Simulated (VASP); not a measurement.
# Ga3As (P6/mmm) in VASP: notebook

Runs on Ga3As. Level: PBE. Tasks: relaxation of cell and atoms, single point.

All numbers are computed with VASP 6.6.1; they aren't measurements. Logs are shortened: lines on timing, memory, paths and dates and some standing lists are left out, and cuts for length are marked.

### Step 1. The cell of the first run

It takes space group P6/mmm (No. 191, hexagonal). The conventional cell has a = 4.895 Å, b = 4.895 Å, c = 4.976 Å, α = 90.00°, β = 90.00°, γ = 120.00°. Within 3.8 Å of Ga (site symmetry -6m2) lie 6 Ga at 2.83 Å and 6 As at 3.77 Å. Within 3.3 Å of Ga (site symmetry 6/mmm) lie 2 As at 2.49 Å and 6 Ga at 2.83 Å. Within 3.3 Å of As (site symmetry 6/mmm) lie 2 Ga at 2.49 Å.

The cell was generated, and may not be a known phase.

### Step 2. Relaxation of cell and atoms, PBE

Contents of INCAR:

```
SYSTEM = Ga3As
PREC = Accurate
ENCUT = 600
EDIFF = 1E-6
ISMEAR = 0
SIGMA = 0.1
LREAL = .False.
LASPH = .True.
NELM = 80
ALGO = Fast
ISIF = 3
LWAVE = .False.
LCHARG = .False.
GGA = PE
IBRION = 2
NSW = 100
EDIFFG = -0.01
```

Contents of KPOINTS:

```
Automatic mesh
0
Gamma
  12 12 10
  0 0 0
```

Contents of POSCAR:

```
Ga3As
1.0
    4.8947160819      0.0000000000      0.0000000000
   -2.4473580410      4.2389484713      0.0000000000
    0.0000000000      0.0000000000      4.9759964685
Ga As
3 1
Direct
    0.3333333333      0.6666666667      0.0000000000
    0.6666666667      0.3333333333      0.0000000000
    0.0000000000      0.0000000000      0.0000000000
    0.0000000000      0.0000000000      0.5000000000
```

Potentials or basis: VASP PAW PBE potentials, release 64 (Ga_d, As).

Launch:

```sh
> cat potpaw_PBE.64/Ga_d/POTCAR potpaw_PBE.64/As/POTCAR > POTCAR
> mpirun -np 1 vasp_std > vasp.out
```

OUTCAR:

```text
SYSTEM = Ga3As
   PREC = Accurate
   ENCUT = 600
   EDIFF = 1E-6
   ISMEAR = 0
   LREAL = .False.
   LASPH = .True.
   NELM = 80
   ISIF = 3
   GGA = PE
   IBRION = 2
   NSW = 100
   EDIFFG = -0.01

 ion  position               nearest neighbor table
   1  0.333  0.667  0.000-   2 2.83   3 2.83   2 2.83   3 2.83   3 2.83   2 2.83
   2  0.667  0.333  0.000-   1 2.83   3 2.83   1 2.83   3 2.83   3 2.83   1 2.83
   3  0.000  0.000  0.000-   4 2.49   4 2.49   1 2.83   2 2.83   2 2.83   1 2.83   2 2.83   1 2.83

   4  0.000  0.000  0.500-   3 2.49   3 2.49

  LATTYP: Found a hexagonal cell.
 ALAT       =     4.8947160819
 C/A-ratio  =     1.0166057408

  Lattice vectors:

 A1 = (   4.8947160819,   0.0000000000,   0.0000000000)
 A2 = (  -2.4473580410,   4.2389484713,   0.0000000000)
 A3 = (   0.0000000000,   0.0000000000,   4.9759964685)

Analysis of symmetry for initial positions (statically):
=====================================================================
 Subroutine PRICEL returns:
 Original cell was already a primitive cell.

 Routine SETGRP: Setting up the symmetry group for a
 hexagonal supercell.

 Subroutine GETGRP returns: Found 24 space group operations
 (whereof 24 operations were pure point group operations)
 out of a pool of 24 trial point group operations.

The static configuration has the point symmetry D_6h.

Analysis of symmetry for dynamics (positions and initial velocities):
=====================================================================
 Subroutine PRICEL returns:
 Original cell was already a primitive cell.

 Routine SETGRP: Setting up the symmetry group for a
 hexagonal supercell.

 Subroutine GETGRP returns: Found 24 space group operations
 (whereof 24 operations were pure point group operations)
 out of a pool of 24 trial point group operations.

The dynamic configuration has the point symmetry D_6h.

 Subroutine INISYM returns: Found 24 space group operations
 (whereof 24 operations are pure point group operations),
 and found     1 'primitive' translations

----------------------------------------------------------------------------------------

                                     Primitive cell

  volume of cell :     103.2442

  direct lattice vectors                    reciprocal lattice vectors
     4.894716082  0.000000000  0.000000000     0.204301942  0.117953781  0.000000000
    -2.447358041  4.238948471  0.000000000     0.000000000  0.235907562  0.000000000
     0.000000000  0.000000000  4.975996468     0.000000000  0.000000000  0.200964773

  length of vectors
     4.894716082  4.894716082  4.975996468     0.235907562  0.235907562  0.200964773

  position of ions in fractional coordinates (direct lattice)
     0.333333333  0.666666667  0.000000000
     0.666666667  0.333333333  0.000000000
     0.000000000  0.000000000  0.000000000
     0.000000000  0.000000000  0.500000000

  ion indices of the primitive-cell ions
   primitive index   ion index
                 1           1
                 2           2
                 3           3
                 4           4

----------------------------------------------------------------------------------------

 KPOINTS: Automatic mesh

Automatic generation of k-mesh.
 Grid dimensions read from file:
 generate k-points for:   12   12   10

 Generating k-lattice:

  Cartesian coordinates                     Fractional coordinates (reciprocal lattice)
     0.017025162  0.009829482  0.000000000     0.083333333  0.000000000  0.000000000
     0.000000000  0.019658964  0.000000000     0.000000000  0.083333333  0.000000000
     0.000000000  0.000000000  0.020096477     0.000000000  0.000000000  0.100000000

  Length of vectors
     0.019658964  0.019658964  0.020096477

  Shift w.r.t. Gamma in fractional coordinates (k-lattice)
     0.000000000  0.000000000  0.000000000

 Subroutine IBZKPT returns following result:
 ===========================================

 Found    114 irreducible k-points:

 Following reciprocal coordinates:
            Coordinates               Weight
  0.000000  0.000000  0.000000      1.000000
  0.083333 -0.000000  0.000000      6.000000
  0.166667 -0.000000  0.000000      6.000000
  0.250000  0.000000  0.000000      6.000000
  0.333333  0.000000  0.000000      6.000000
  0.416667 -0.000000  0.000000      6.000000
[... 16 lines left out ...]
  0.250000  0.000000  0.100000     12.000000
  0.333333  0.000000  0.100000     12.000000
 [... further k-points ...]
   k-points           NKPTS =    114   k-points in BZ     NKDIM =    114   number of bands    NBANDS=     26
   number of dos      NEDOS =    301   number of ions     NIONS =      4
   total plane-waves  NPLWV =  64000
   dimension x,y,z NGX =    40 NGY =   40 NGZ =   40
   dimension x,y,z NGXF=    80 NGYF=   80 NGZF=   80
   ions per type =               3   1
   NGX,Y,Z   is equivalent  to a cutoff of  13.59, 13.59, 13.36 a.u.
   NGXF,Y,Z  is equivalent  to a cutoff of  27.17, 27.17, 26.73 a.u.
 SYSTEM =  Ga3As
   PREC   = accura    normal or accurate (medium, high low for compatibility)
   ISTART =      0    job   : 0-new  1-cont  2-samecut
   ICHARG =      2    charge: 1-file 2-atom 10-const
   ISPIN  =      1    spin polarized calculation?
   LNONCOLLINEAR =      F non collinear calculations
   LSORBIT =      F    spin-orbit coupling
   LASPH  =      T    aspherical Exc in radial PAW
   ENCUT  =  600.0 eV  44.10 Ry    6.64 a.u.   9.78  9.78  9.94*2*pi/ulx,y,z
   NELM   =     80;   NELMIN=  2; NELMDL= -5     # of ELM steps
   EDIFF  = 0.1E-05   stopping-criterion for ELM
   LREAL  =      F    real-space projection
   EDIFFG = -.1E-01   stopping-criterion for IOM
   NSW    =    100    number of steps for IOM
   IBRION =      2    ionic relax: 0-MD 1-quasi-New 2-CG
   NFREE  =      1    steps in history (QN), initial steepest desc. (CG)
   ISIF   =      3    stress and relaxation
   ISYM   =      2    0-nonsym 1-usesym 2-fastsym
   POTIM  = 0.5000    time-step for ionic-motion
   TEBEG  =    0.0;   TEEND  =   0.0 temperature during run
   PSTRESS=    0.0 pullay stress
   NELECT =      44.0000    total number of electrons
   NUPDOWN=      -1.0000    fix difference up-down
   EMIN   =  10.00;   EMAX   =-10.00  energy-range for DOS
   EFERMI =   0.00;   METHOD = LEGACY
   ISMEAR =     0;   SIGMA  =   0.10  broadening in eV -4-tet -1-fermi 0-gaus
   EFERMI_NEDOS =   21; number of points for ismear=-14 and -15
   IALGO  =     68    algorithm
   IMIX   =      4    mixing-type and parameters
     AMIX     =   0.40;   BMIX     =  1.00
     AMIX_MAG =   1.60;   BMIX_MAG =  1.00
  volume/ion in A,a.u.               =      25.81       174.18
  Fermi-wavevector in a.u.,A,eV,Ry     =   1.231980  2.328105 20.650594  1.517776
  Thomas-Fermi vector in A             =   2.366769
   LORBIT       =      0    0 simple, 1 ext, 2 COOP (PROOUT), +10 PAW based schemes
   GGA     = PE    functional components
   LHFCALC =     F    Hartree Fock is set to
   AEXX    =    0.0000 exact exchange contribution
   IVDW    =     0    specifies the selected vdW correction
   LEPSILON=     F    determine dielectric tensor
   LRPA    =     F    only Hartree local field effects (RPA)
 conjugate gradient relaxation of ions
 non-spin polarized calculation
 RMM-DIIS sequential band-by-band and
 Gauss-broadening in eV      SIGMA  =   0.10
  energy-cutoff  :      600.00
  volume of cell :      103.24
 maximum number of plane-waves:      3474
 NGX is ok and might be reduce to    40
   NGX = 19   NGY = 19   NGZ = 19

--------------------------------------- Ionic step        1  -------------------------------------------

 number of electron      43.9999992 magnetization

 Free energy of the ion-electron system (eV)
  ---------------------------------------------------
  ext. energy  EPLUGINS =         0.00000000
  ---------------------------------------------------
  free energy    TOTEN  =       -11.96312639 eV

  energy without entropy =      -11.95682149  energy(sigma->0) =      -11.95997394

------------------------ aborting loop because EDIFF is reached ----------------------------------------

  FORCE on cell =-STRESS in cart. coord.  units (eV):
  Direction    XX          YY          ZZ          XY          YZ          ZX
  --------------------------------------------------------------------------------------
  -------------------------------------------------------------------------------------
  Total        0.0980779      0.0980779     -0.7908768     -0.0000000      0.0000000      0.0000000
  in kB        1.5220051      1.5220051    -12.2730847     -0.0000000      0.0000000      0.0000000
  external PRESSURE =      -3.0763582 kB  Pullay stress =       0.0000000 kB
[... 137 lines left out ...]
  energy  without entropy=      -11.9615714141  energy(sigma->0) =      -11.96462939

--------------------------------------- Ionic step        5  -------------------------------------------

 number of electron      43.9999984 magnetization

 Free energy of the ion-electron system (eV)
  ---------------------------------------------------
  ext. energy  EPLUGINS =         0.00000000
  ---------------------------------------------------
  free energy    TOTEN  =       -11.96782234 eV

  energy without entropy =      -11.96172101  energy(sigma->0) =      -11.96477167

 E-fermi :   2.9089     XC(G=0):  -9.2276

 val. band max:        2.9045376911   @ k =   0.0833  -0.0000   0.1000
 cond. band min:       2.9324126026   @ k =   0.0833  -0.0000   0.2000
 fundamental gap:      0.0278749115
 Fermi energy:         2.9089101954

 k-point     1 :       0.0000    0.0000    0.0000
  band No.  band energies     occupation
      1     -12.2383      2.00000
      2     -12.0822      2.00000
      3     -12.0822      2.00000
      4     -12.0598      2.00000
      5     -12.0598      2.00000
      6     -12.0384      2.00000
[... 685 lines left out ...]
     25       5.5221      0.00000
     26       6.3979      0.00000

 [... further k-points ...]

------------------------ aborting loop because EDIFF is reached ----------------------------------------

  FORCE on cell =-STRESS in cart. coord.  units (eV):
  Direction    XX          YY          ZZ          XY          YZ          ZX
  --------------------------------------------------------------------------------------
  -------------------------------------------------------------------------------------
  Total        0.0310243      0.0310243     -0.0144007     -0.0000000      0.0000000      0.0000000
  in kB        0.4843291      0.4843291     -0.2248137     -0.0000000      0.0000000      0.0000000
  external PRESSURE =       0.2479482 kB  Pullay stress =       0.0000000 kB
[... 19 lines left out ...]
  FREE ENERGIE OF THE ION-ELECTRON SYSTEM (eV)
  ---------------------------------------------------
  free  energy   TOTEN  =       -11.9678223380 eV

  energy  without entropy=      -11.9617210051  energy(sigma->0) =      -11.96477167

 reached required accuracy - stopping structural energy minimisation
```

Run time: 24 min. Hardware: 1 thread of Intel Xeon 8259CL, shared host; peak memory 0.5 GiB.

Results:

- Free energy: -11.9678 eV
- Relaxed volume: 25.66 Å³/atom
- Relaxed cell: a = 4.906 Å, b = 4.906 Å, c = 4.924 Å, α = 90.00°, β = 90.00°, γ = 120.00°
- Space group after relaxing (to 0.1 Å): P6/mmm (No. 191)
- Energy gained by relaxing: 1.2 meV/atom
- Ionic steps: 5
- Pressure after relaxing: 0.0 GPa

Step by step:
```
step  energy change (eV)  largest force (eV/Å)  pressure (GPa)  volume (Å³)
   1              0.0000                0.0000           -0.31       103.24
   2             -0.0045                0.0000            0.05       102.50
   3             -0.0046                0.0000            0.12       102.40
   4             -0.0046                0.0000            0.08       102.42
   5             -0.0047                0.0000            0.02       102.63
```

Final structure:
```
CELL_PARAMETERS angstrom
4.90606 0.00000 0.00000
-2.45303 4.24877 0.00000
0.00000 0.00000 4.92352
ATOMIC_POSITIONS crystal
Ga 0.33333 0.66667 0.00000
Ga 0.66667 0.33333 0.00000
Ga 0.00000 0.00000 0.00000
As 0.00000 0.00000 0.50000
```

Caveat: the highest band is partly filled, so the run has too few bands.

### Step 3. Single point, PBE

Contents of INCAR:

```
PREC = Accurate
ENCUT = 520
EDIFF = 1E-7
ISMEAR = 0
SIGMA = 0.1
LREAL = F
LASPH = T
NELM = 80
ALGO = Normal
ISIF = 2
LWAVE = F
LCHARG = F
GGA = PE
NBANDS = 30
```

Contents of KPOINTS:

```
Automatic mesh
0
Gamma
  6 6 4
```

Edit POSCAR of step 2 so:

```diff
@@ -2,4 +2,4 @@
 1.0
-    4.8947160819      0.0000000000      0.0000000000
-   -2.4473580410      4.2389484713      0.0000000000
+    4.8947160819      0.0000000037      0.0000000000
+   -2.4473580441      4.2389484694      0.0000000000
     0.0000000000      0.0000000000      4.9759964685
```

Potentials or basis: VASP PAW PBE potentials, release 64 (Ga_d, As).

Launch:

```sh
> cat potpaw_PBE.64/Ga_d/POTCAR potpaw_PBE.64/As/POTCAR > POTCAR
> mpirun -np 1 vasp_std > vasp.out
```

OUTCAR:

```text
PREC = Accurate
   ENCUT = 520
   EDIFF = 1E-7
   ISMEAR = 0
   LREAL = F
   LASPH = T
   NELM = 80
   ISIF = 2
   GGA = PE

 ion  position               nearest neighbor table
   1  0.333  0.667  0.000-   3 2.83   2 2.83   2 2.83   3 2.83   3 2.83   2 2.83
   2  0.667  0.333  0.000-   3 2.83   1 2.83   1 2.83   3 2.83   3 2.83   1 2.83
   3  0.000  0.000  0.000-   4 2.49   4 2.49   1 2.83   2 2.83   1 2.83   2 2.83   2 2.83   1 2.83

   4  0.000  0.000  0.500-   3 2.49   3 2.49

[... 886 lines left out ...]
  FORCE on cell =-STRESS in cart. coord.  units (eV):
  Direction    XX          YY          ZZ          XY          YZ          ZX
  --------------------------------------------------------------------------------------
  -------------------------------------------------------------------------------------
  Total        0.0504185      0.0504185      0.0734992      0.0000000     -0.0000000      0.0000000
  in kB        0.7824111      0.7824111      1.1405848      0.0000000     -0.0000000      0.0000000
  external PRESSURE =       0.9018023 kB  Pullay stress =       0.0000000 kB

 VOLUME and BASIS-vectors are now :
 -----------------------------------------------------------------------------
  energy-cutoff  :      520.00
  volume of cell :      103.24
      direct lattice vectors                 reciprocal lattice vectors
     4.894716082  0.000000004  0.000000000     0.204301942  0.117953781  0.000000000
    -2.447358044  4.238948469  0.000000000    -0.000000000  0.235907562  0.000000000
     0.000000000  0.000000000  4.975996468     0.000000000  0.000000000  0.200964773

 POSITION                                       TOTAL-FORCE (eV/Angst)
 -----------------------------------------------------------------------------------
     -0.00000      2.82597      0.00000        -0.000000      0.000000     -0.000000
      2.44736      1.41298      0.00000         0.000000     -0.000000      0.000000
      0.00000      0.00000      0.00000        -0.000000      0.000000     -0.000000
      0.00000      0.00000      2.48800        -0.000000      0.000000     -0.000000
 -----------------------------------------------------------------------------------
    total drift:                                0.000000      0.000000      0.000000

  FREE ENERGIE OF THE ION-ELECTRON SYSTEM (eV)
  ---------------------------------------------------
  free  energy   TOTEN  =       -11.9053208332 eV

  energy  without entropy=      -11.8974986868  energy(sigma->0) =      -11.90140976
```

Run time: 33 s. Hardware: 1 thread of Intel Xeon 6975P-C (Granite Rapids), shared host; peak memory 0.24 GiB.

What came out:

* Free energy: -11.9053 eV
* Pressure: 0.1 GPa
* Band gap on the k mesh: zero (bands 22 and 23 overlap by 1.08 eV)

(Continued in part 2 of 2.)

The gap in the log of VASP goes by the Fermi energy; the results here count the filled bands.